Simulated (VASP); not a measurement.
Set up this calculation in VASP 6.6.1, as the native input.

* Task: single point
* Functional: PBE
* Potentials or basis: VASP PAW PBE potentials, release 64 (Ge_d, C, N)
* Cutoff: 600 eV
* k mesh: 4 × 8 × 4
* Occupations: fermi-dirac, width 0.02 eV
* Spin: no spin polarisation
* Dipole correction: no
* Further INCAR settings: ALGO = Normal; EDIFF = 1e-06; NBANDS = 50

The structure of GeC5N8 lies in POSCAR:

```
GeC5N8
1.0
    6.5903099591      0.0000000000      0.1255647152
    0.0000000000      2.5255643568      0.0000000000
   -3.1864127511      0.0000000000      5.9048159133
Ge C N
1 5 8
Direct
    0.5979062867      0.5000000000      0.8405855157
    0.8364134802      0.0000000000      0.2463744597
    0.7631103783      0.0000000000      0.5687200762
    0.2147119771      0.5000000000      0.4025667838
    0.1520954509      0.5000000000      0.7600576764
    0.4056544188      0.0000000000      0.1771188300
    0.2996612526      0.5000000000      0.6502343835
    0.6626490607      0.0000000000      0.3194729668
    0.6827614065      0.5000000000      0.6200056262
    0.7673218603      0.0000000000      1.0180493410
    0.0164969308      0.0000000000      0.7153300017
    0.9731859533      0.5000000000      0.3367496698
    0.2814215100      0.0000000000      0.3174324736
    0.3466100338      0.5000000000      0.0273021957
```

These files were run (other wordings do the same):

INCAR

```
ALGO = Normal ; EDIFF = 1E-6
ENCUT = 600 ; GGA = PE
GGA_COMPAT = False ; ISIF = 2
ISMEAR = -1 ; LASPH = True
LCHARG = False ; LREAL = False
LWAVE = False ; NBANDS = 50
NELM = 120 ; PREC = Accurate
SIGMA = 0.02
```

KPOINTS

```
k-points
0
Gamma
  4 8 4
```

Potentials or basis: VASP PAW PBE potentials, release 64 (Ge_d, C, N).

The run is started by

```bash
$ cat potpaw_PBE.64/Ge_d/POTCAR potpaw_PBE.64/C/POTCAR potpaw_PBE.64/N/POTCAR > POTCAR
$ mpirun -np 1 vasp_std > vasp.out
```

It gave:

The pressure is -0.3 GPa and the largest force is 0.171 eV/Å. The band gap on the k mesh is 2.42 eV (least direct gap 2.52 eV).

Run time: 4.3 min on 1 thread of Intel(R) Xeon(R) Platinum 8488C (Sapphire Rapids), on a shared host, peak memory 0.38 GiB.
